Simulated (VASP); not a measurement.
Wanted: the native input for a VASP 6.6.1 run.

- Task: single point
- Functional: PBE
- Potentials or basis: VASP PAW PBE potentials, release 64 (Co)
- Cutoff: 520 eV
- k mesh: 20 × 20 × 12
- Occupations: gaussian, width 0.05 eV
- Spin: no spin polarisation
- Dipole correction: no
- Further INCAR settings: ALGO = Normal; EDIFF = 1e-07; NBANDS = 16

The structure of Co lies in POSCAR:

```
Co
1.0
    2.4937131618      0.0000000000      0.0000000000
   -1.2468565809      2.1596189479      0.0000000000
    0.0000000000      0.0000000000      4.0300901758
Co
2
Direct
    0.3333333333      0.6666666667      0.2500000000
    0.6666666667      0.3333333333      0.7500000000
```

These files were run (other wordings do the same):

INCAR

```
ALGO = Normal
EDIFF = 1E-7
ENCUT = 520
GGA = PE
ISIF = 2
ISMEAR = 0
LASPH = True
LCHARG = False
LREAL = False
LWAVE = False
NBANDS = 16
NELM = 80
PREC = Accurate
SIGMA = 0.05
```

KPOINTS

```
k-points
0
Gamma
  20 20 12
```

Potentials or basis: VASP PAW PBE potentials, release 64 (Co).

Launch:

```console
$ cat potpaw_PBE.64/Co/POTCAR > POTCAR
$ mpirun -np 1 vasp_std > vasp.out
```

Results of the run:

```yaml
Pressure: -11.8 GPa
Band_gap_on_the_k_mesh: zero (band 9 reaches 10.48 eV, above the bottom of band 10 at 9.06 eV)
```

Caveat: the run has no spin polarisation, though such a crystal can be magnetic.

It took 74 s on 1 thread of Intel Xeon 6975P-C (shared host), peak memory 0.2 GiB.
